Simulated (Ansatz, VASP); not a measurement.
# One calculation of NaSrYWO6, two programs

```
CELL_PARAMETERS angstrom
0.00000 4.14643 4.14643
4.14643 0.00000 4.14643
4.14643 4.14643 0.00000
ATOMIC_POSITIONS crystal
Na 0.25000 0.25000 0.25000
Sr 0.75000 0.75000 0.75000
Y 0.50000 0.50000 0.50000
W 0.00000 0.00000 0.00000
O 0.76742 0.23258 0.23258
O 0.23258 0.76742 0.76742
O 0.76742 0.76742 0.23258
O 0.23258 0.23258 0.76742
O 0.23258 0.76742 0.23258
O 0.76742 0.23258 0.76742
```

Alike in both runs: task single point; functional PBE; k mesh 6 × 6 × 6; occupations gaussian, width 0.05 eV; no spin polarisation.

```csv
,VASP,Ansatz
version,VASP 6.6.1,Ansatz 0.2.0
potentials or method,"VASP PAW PBE potentials, release 64 (Na_sv, Sr_sv, Y_sv, W_sv, O), cutoff 1130 eV","scalar-relativistic, plane waves, PAW"
valence electrons in the cell,80,80
```

Ansatz gave:

- gap on the k mesh at the Fermi level (eV): 2.53
- least direct gap on the mesh (eV): 2.55
- pressure (GPa): 0.0
- rms of the force components (eV/Å): 0.000

Problem. What did VASP give for the same quantities?

Solution. gap on the k mesh at the Fermi level (eV): 2.52; least direct gap on the mesh (eV): 2.54; pressure (GPa): 0.6; rms of the force components (eV/Å): 0.071.

Atom by atom the forces differ by 0.071 eV/Å (rms over components). With one functional, cell and mesh, what is left measures potentials, basis and numerics.

Neither program's run includes spin-orbit coupling.
